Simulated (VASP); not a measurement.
# ZnCd3O (Pm-3m) in VASP: a series of runs, part 2 of 2

VASP 6.6.1. The steps go on from the part before.

### 3 Relaxation of cell and atoms, PBE, collinear spin, ferromagnetic start

This run uses another cell than the first one, of 22.15 Å³/atom, 0.877 times its volume.

Contents of INCAR:

```
SYSTEM = ZnCd3O
PREC = Accurate
ENCUT = 600
EDIFF = 1E-7
ISMEAR = 0
SIGMA = 0.1
LREAL = .FALSE.
LASPH = .TRUE.
NELM = 150
ALGO = Normal
ISIF = 3
LWAVE = .FALSE.
LCHARG = .FALSE.
ISPIN = 2
MAGMOM = 0 0 0 0 1
LORBIT = 11
GGA = PE
IBRION = 2
NSW = 90
EDIFFG = -0.04
```

Contents of KPOINTS:

```
regular mesh
0
G
  4 4 4
  0 0 0
```

Contents of POSCAR:

```
ZnCd3O
1.0
    4.8019953300      0.0000000000      0.0000000000
    0.0000000000      4.8019953300      0.0000000000
    0.0000000000      0.0000000000      4.8019953300
Zn Cd O
1 3 1
Direct
    0.5000000000      0.5000000000      0.5000000000
    0.0000000000      0.5000000000      0.5000000000
    0.5000000000      0.0000000000      0.5000000000
    0.5000000000      0.5000000000      0.0000000000
    0.0000000000      0.0000000000      0.0000000000
```

Potentials or basis: VASP PAW PBE potentials, release 64 (Zn, Cd, O).

On the command line:

```console
$ cat potpaw_PBE.64/Zn/POTCAR potpaw_PBE.64/Cd/POTCAR potpaw_PBE.64/O/POTCAR > POTCAR
$ mpirun -np 1 vasp_std > vasp.out
```

OUTCAR:

```text
SYSTEM = ZnCd3O
   PREC = Accurate
   ENCUT = 600
   EDIFF = 1E-7
   ISMEAR = 0
   LREAL = .FALSE.
   LASPH = .TRUE.
   NELM = 150
   ISIF = 3
   ISPIN = 2
   LORBIT = 11
   GGA = PE
   IBRION = 2
   NSW = 90
   EDIFFG = -0.04

 ion  position               nearest neighbor table
   1  0.500  0.500  0.500-   2 2.40   3 2.40   4 2.40   4 2.40   3 2.40   2 2.40
   2  0.000  0.500  0.500-   1 2.40   1 2.40   4 3.40   4 3.40   3 3.40   3 3.40   3 3.40   4 3.40
                             4 3.40   3 3.40
   3  0.500  0.000  0.500-   1 2.40   1 2.40   4 3.40   4 3.40   2 3.40   2 3.40   4 3.40   4 3.40
                             2 3.40   2 3.40
   4  0.500  0.500  0.000-   1 2.40   1 2.40   3 3.40   2 3.40   2 3.40   3 3.40   3 3.40   3 3.40
                             2 3.40   2 3.40
   5  0.000  0.000  0.000-

  LATTYP: Found a simple cubic cell.
 ALAT       =     4.8019953300

  Lattice vectors:

 A1 = (   4.8019953300,   0.0000000000,   0.0000000000)
 A2 = (   0.0000000000,   4.8019953300,   0.0000000000)
 A3 = (   0.0000000000,   0.0000000000,   4.8019953300)

Analysis of symmetry for initial positions (statically):
=====================================================================
 Subroutine PRICEL returns:
 Original cell was already a primitive cell.

 Routine SETGRP: Setting up the symmetry group for a
 simple cubic supercell.

 Subroutine GETGRP returns: Found 48 space group operations
 (whereof 48 operations were pure point group operations)
 out of a pool of 48 trial point group operations.

The static configuration has the point symmetry O_h .

Analysis of symmetry for dynamics (positions and initial velocities):
=====================================================================
 Subroutine PRICEL returns:
 Original cell was already a primitive cell.

 Routine SETGRP: Setting up the symmetry group for a
 simple cubic supercell.

 Subroutine GETGRP returns: Found 48 space group operations
 (whereof 48 operations were pure point group operations)
 out of a pool of 48 trial point group operations.

The dynamic configuration has the point symmetry O_h .

Analysis of structural, dynamic, and magnetic symmetry:
=====================================================================
 Subroutine PRICEL returns:
 Original cell was already a primitive cell.

 Routine SETGRP: Setting up the symmetry group for a
 simple cubic supercell.

 Subroutine GETGRP returns: Found 48 space group operations
 (whereof 48 operations were pure point group operations)
 out of a pool of 48 trial point group operations.

The overall configuration has the point symmetry O_h .

[... 149 lines left out ...]
  Total        4.3721055      4.3721055      4.3721055     -0.0000000     -0.0000000     -0.0000000
  in kB       63.2609940     63.2609940     63.2609940     -0.0000000     -0.0000000     -0.0000000
  external PRESSURE =      63.2609940 kB  Pullay stress =       0.0000000 kB

 VOLUME and BASIS-vectors are now :
 -----------------------------------------------------------------------------
  energy-cutoff  :      600.00
  volume of cell :      110.73
      direct lattice vectors                 reciprocal lattice vectors
     4.801995330  0.000000000  0.000000000     0.208246766  0.000000000  0.000000000
     0.000000000  4.801995330  0.000000000     0.000000000  0.208246766  0.000000000
     0.000000000  0.000000000  4.801995330     0.000000000  0.000000000  0.208246766

 POSITION                                       TOTAL-FORCE (eV/Angst)
 -----------------------------------------------------------------------------------
      2.40100      2.40100      2.40100         0.000000      0.000000      0.000000
      0.00000      2.40100      2.40100         0.000000      0.000000      0.000000
      2.40100      0.00000      2.40100         0.000000      0.000000      0.000000
      2.40100      2.40100      0.00000         0.000000      0.000000      0.000000
      0.00000      0.00000      0.00000         0.000000      0.000000      0.000000
 -----------------------------------------------------------------------------------
    total drift:                               -0.000000     -0.000000     -0.000000

  FREE ENERGIE OF THE ION-ELECTRON SYSTEM (eV)
  ---------------------------------------------------
  free  energy   TOTEN  =        -5.3641100847 eV

  energy  without entropy=       -5.3367190895  energy(sigma->0) =       -5.35041459

--------------------------------------- Ionic step        2  -------------------------------------------

 number of electron      54.0000052 magnetization       0.0000441

 number of electron      54.0000052 magnetization      -0.0000211

 Free energy of the ion-electron system (eV)
  ---------------------------------------------------
  ext. energy  EPLUGINS =         0.00000000
  ---------------------------------------------------
  free energy    TOTEN  =        -5.62791648 eV

  energy without entropy =       -5.59648563  energy(sigma->0) =       -5.61220106

 E-fermi :   0.0820     XC(G=0):  -9.1283

 val. band max:        0.0579772337   @ k =   0.5000   0.5000   0.0000
 cond. band min:       0.1204923199   @ k =   0.5000   0.2500   0.2500
 fundamental gap:      0.0625150862
 Fermi energy:         0.0819542533

 spin component 1

 k-point     1 :       0.0000    0.0000    0.0000
  band No.  band energies     occupation
      1     -14.7940      1.00000
      2      -9.7941      1.00000
      3      -9.3549      1.00000
      4      -9.3549      1.00000
      5      -9.1089      1.00000
      6      -9.1089      1.00000
[... 349 lines left out ...]
     32       7.5495      0.00000
     33       8.8357      0.00000
 Fermi energy:         0.0819542533

 spin component 2

 k-point     1 :       0.0000    0.0000    0.0000
  band No.  band energies     occupation
      1     -14.7940      1.00000
      2      -9.7941      1.00000
      3      -9.3549      1.00000
      4      -9.3549      1.00000
      5      -9.1089      1.00000
      6      -9.1089      1.00000
[... 349 lines left out ...]
     32       7.5495      0.00000
     33       8.8357      0.00000

------------------------ aborting loop because EDIFF is reached ----------------------------------------

  FORCE on cell =-STRESS in cart. coord.  units (eV):
  Direction    XX          YY          ZZ          XY          YZ          ZX
  --------------------------------------------------------------------------------------
  -------------------------------------------------------------------------------------
  Total        0.1499175      0.1499175      0.1499175      0.0000000      0.0000000      0.0000000
  in kB        1.9163017      1.9163017      1.9163017      0.0000000      0.0000000      0.0000000
  external PRESSURE =       1.9163017 kB  Pullay stress =       0.0000000 kB

 VOLUME and BASIS-vectors are now :
 -----------------------------------------------------------------------------
  energy-cutoff  :      600.00
  volume of cell :      125.34
      direct lattice vectors                 reciprocal lattice vectors
     5.004564594 -0.000000000 -0.000000000     0.199817583  0.000000000 -0.000000000
    -0.000000000  5.004564594 -0.000000000     0.000000000  0.199817583  0.000000000
     0.000000000 -0.000000000  5.004564594     0.000000000  0.000000000  0.199817583

 POSITION                                       TOTAL-FORCE (eV/Angst)
 -----------------------------------------------------------------------------------
      2.50228      2.50228      2.50228        -0.000000      0.000000      0.000000
     -0.00000      2.50228      2.50228         0.000000     -0.000000      0.000000
      2.50228     -0.00000      2.50228         0.000000      0.000000      0.000000
      2.50228      2.50228     -0.00000         0.000000      0.000000      0.000000
      0.00000      0.00000      0.00000         0.000000     -0.000000      0.000000
 -----------------------------------------------------------------------------------
    total drift:                               -0.000000      0.000000     -0.000000

  FREE ENERGIE OF THE ION-ELECTRON SYSTEM (eV)
  ---------------------------------------------------
  free  energy   TOTEN  =        -5.6279164802 eV

  energy  without entropy=       -5.5964856340  energy(sigma->0) =       -5.61220106

 reached required accuracy - stopping structural energy minimisation

 total charge

# of ion       s       p       d       tot
------------------------------------------
    1        0.696   0.577   9.699  10.971
    2        0.578   0.185   9.519  10.282
    3        0.578   0.185   9.519  10.282
    4        0.578   0.185   9.519  10.282
    5        1.592   3.109   0.000   4.701
--------------------------------------------------
tot          4.022   4.240  38.256  46.518

 magnetization (x)

# of ion       s       p       d       tot
------------------------------------------
    1       -0.000  -0.000   0.000  -0.000
    2       -0.000   0.000  -0.000  -0.000
    3       -0.000   0.000  -0.000  -0.000
    4       -0.000   0.000  -0.000  -0.000
    5       -0.000  -0.000   0.000  -0.000
--------------------------------------------------
tot         -0.000  -0.000  -0.000  -0.000
```

OSZICAR:

```text
N       E                     dE             d eps       ncg     rms          rms(c)
DAV:   1     0.480740260211E+03    0.48074E+03   -0.29208E+04  1320   0.196E+03
DAV:   2     0.294829135700E+02   -0.45126E+03   -0.43735E+03  1345   0.467E+02
[... 33 lines left out ...]
DAV:  12    -0.562791892847E+01    0.18819E-04   -0.62689E-05  1449   0.969E-02    0.312E-02
DAV:  13    -0.562791731700E+01    0.16115E-05   -0.64342E-05  1614   0.601E-02    0.146E-02
DAV:  14    -0.562791616514E+01    0.11519E-05   -0.11424E-05  1424   0.394E-02    0.520E-03
DAV:  15    -0.562791627807E+01   -0.11293E-06   -0.89276E-07  1216   0.757E-03    0.223E-03
DAV:  16    -0.562791647946E+01   -0.20139E-06   -0.40981E-07  1157   0.601E-03    0.757E-04
DAV:  17    -0.562791648017E+01   -0.70759E-09   -0.41203E-08   710   0.267E-03
   2 F= -.56279165E+01 E0= -.56122011E+01  d E =-.263806E+00  mag=    -0.0000
```

Wall time 3.9 min (1 thread of AMD EPYC 7R43 (Zen 3), shared host); peak memory 0.28 GiB.

What came out:

```
Free energy                                           : -5.6279 eV
Relaxed volume                                        : 25.07 Å³/atom
Relaxed cell                                          : a = 5.005 Å, b = 5.005 Å, c = 5.005 Å, α = 90.00°, β = 90.00°, γ = 90.00°
Space group after relaxing (to 0.05 Å)                : Pm-3m (No. 221)
Energy gained by relaxing                             : 52.8 meV/atom
Ionic steps                                           : 2
Pressure after relaxing                               : 0.2 GPa
Band gap on the k mesh                                : zero (filled and empty bands overlap)
Net moment                                            : 0.00 μB per cell
Valence electrons inside the program's atomic spheres : Zn 10.97; Cd 10.28; O 4.70
```

Step by step:
| step | energy change (eV) | largest force (eV/Å) | pressure (GPa) | volume (Å³) |
| --- | --- | --- | --- | --- |
| 1 | 0.0000 | 0.0000 | 6.33 | 110.73 |
| 2 | -0.2638 | 0.0000 | 0.19 | 125.34 |

Final structure:
```
Zn Cd O
1.0
     5.00456    0.00000    0.00000
     0.00000    5.00456    0.00000
     0.00000    0.00000    5.00456
Zn Cd O
1 3 1
Cartesian
  2.5023 2.5023 2.5023
  0.0000 2.5023 2.5023
  2.5023 0.0000 2.5023
  2.5023 2.5023 0.0000
  0.0000 0.0000 0.0000
```
